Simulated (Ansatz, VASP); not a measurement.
# One calculation of Si2W, two programs

POSCAR

```
Si2W
1.0
   -1.6069000000      1.6069000000      3.9149500000
    1.6069000000     -1.6069000000      3.9149500000
    1.6069000000      1.6069000000     -3.9149500000
Si W
2 1
Direct
    0.3347000000      0.3347000000      0.0000000000
    0.6653000000      0.6653000000      0.0000000000
    0.0000000000      0.0000000000      0.0000000000
```

INCAR.step1

```
PREC = Accurate
ENCUT = 600
ISMEAR = -1
SIGMA = 0.1
LREAL = F
LASPH = T
NELM = 60
GGA = PE
ALGO = Normal
EDIFF = 1E-4
LWAVE = T
LCHARG = F
```

The input INCAR.step2:

```
PREC = Accurate
ENCUT = 600
EDIFF = 1E-7
ISMEAR = -1
SIGMA = 0.1
LREAL = F
LASPH = T
NELM = 60
ALGO = Normal
ISIF = 3
LWAVE = F
LCHARG = F
METAGGA = R2SCAN
LMIXTAU = T
IBRION = 2
NSW = 80
EDIFFG = -0.01
ISTART = 1
```

File KPOINTS:

```
Automatic mesh
0
Gamma
  10 10 10
```

Input for Ansatz:

```yaml
crystal:
  lattice:
    - [-1.6069, 1.6069, 3.91495]
    - [1.6069, -1.6069, 3.91495]
    - [1.6069, 1.6069, -3.91495]
  atoms:
    - { symbol: Si, position: [0.3347, 0.3347, 0.0] }
    - { symbol: Si, position: [0.6653, 0.6653, 0.0] }
    - { symbol: W, position: [0.0, 0.0, 0.0] }
  symmetry: { tolerance: 0.0003 }
hamiltonian:
  xc: r2scan
  pseudopotentials: { kind: paw, azcp: { folder: soft_1 } }
basis:
  ecutwfc: 500
magnetization:
  spin_polarized: false
scf:
  occupations: { method: fermi_dirac, width: 0.1 }
kpoints:
  mp_grid: { grid: [10, 10, 10], shift: [0, 0, 0] }
output:
  forces: true
  stress: true
  eigenvalues: true
relax:
  max_steps: 60
  cell: {}
```

Alike in both runs: task relaxation of cell and atoms; functional r2SCAN; k mesh 10 × 10 × 10; occupations fermi-dirac, width 0.1 eV; no spin polarisation.

|  | VASP | Ansatz |
| --- | --- | --- |
| version | VASP 6.6.1 | Ansatz 0.2.0 |
| potentials or method | VASP PAW PBE potentials, release 64 (Si, W_sv), cutoff 600 eV | PAW plane waves |
| valence electrons in the cell | 22 | 22 |

```csv
,VASP,Ansatz,Ansatz less VASP
"gap on the k mesh at the Fermi level, each at its own relaxed structure (eV)",none,none,-
relaxed volume (Å³/atom),13.43,13.43,-0.007
relaxed cell length with the largest relative difference (Å),4.515,4.516,+0.0007
```

VASP's potentials were made for PBE, not for r2SCAN. A gap of «none» marks a metal or a gap that the smearing closes.

Neither program's run includes spin-orbit coupling.
